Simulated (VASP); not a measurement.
Here is a VASP 6.6.1 calculation.

Contents of POSCAR:

```
SiC
1.0
    3.8425050000      0.0000000000      0.0000000000
   -1.9212530000      3.3277100000      0.0000000000
    0.0000000000      0.0000000000      5.4176320000
Si C
2 2
Direct
    0.3333000000      0.6667000000      0.0750000000
    0.6667000000      0.3333000000      0.9250000000
    0.3333000000      0.6667000000      0.3379630000
    0.6667000000      0.3333000000      0.6620370000
```

The input INCAR.step1:

```
PREC = Accurate
ENCUT = 520
EDIFF = 1E-5
ISMEAR = -1
SIGMA = 0.1
LREAL = F
LASPH = T
NELM = 120
ALGO = Normal
ISIF = 2
LWAVE = T
LCHARG = F
GGA = PE
NBANDS = 16
GGA_COMPAT = F
```

INCAR.step2

```
PREC = Accurate
ENCUT = 520
EDIFF = 1E-6
ISMEAR = -1
SIGMA = 0.1
LREAL = F
LASPH = T
NELM = 120
ALGO = Normal
ISIF = 2
LWAVE = F
LCHARG = F
GGA = PE
LHFCALC = T
HFSCREEN = 0.2079
PRECFOCK = Normal
ISTART = 1
NBANDS = 16
GGA_COMPAT = F
```

The input KPOINTS:

```
regular mesh
0
Gamma
  3 3 2
```

Potentials or basis: VASP PAW PBE potentials, release 64 (Si, C).

Run with:

```console
$ cat potpaw_PBE.64/Si/POTCAR potpaw_PBE.64/C/POTCAR > POTCAR
$ cp INCAR.step1 INCAR
$ mpirun -np 1 vasp_std > vasp.out
$ cp INCAR.step2 INCAR
$ mpirun -np 1 vasp_std > vasp.out
```

(1) Predict the largest force.

(2) Estimate the band gap on the k mesh.

(3) Predict the pressure.

Results:

(1) 20.259 eV/Å.

(2) 0.78 eV, indirect (least direct gap 1.05 eV).

(3) 36.6 GPa.

Caveat: the k points lie up to 0.63 Å⁻¹ apart; the PAW data sets were made with another functional, which shifts forces and pressure a little.
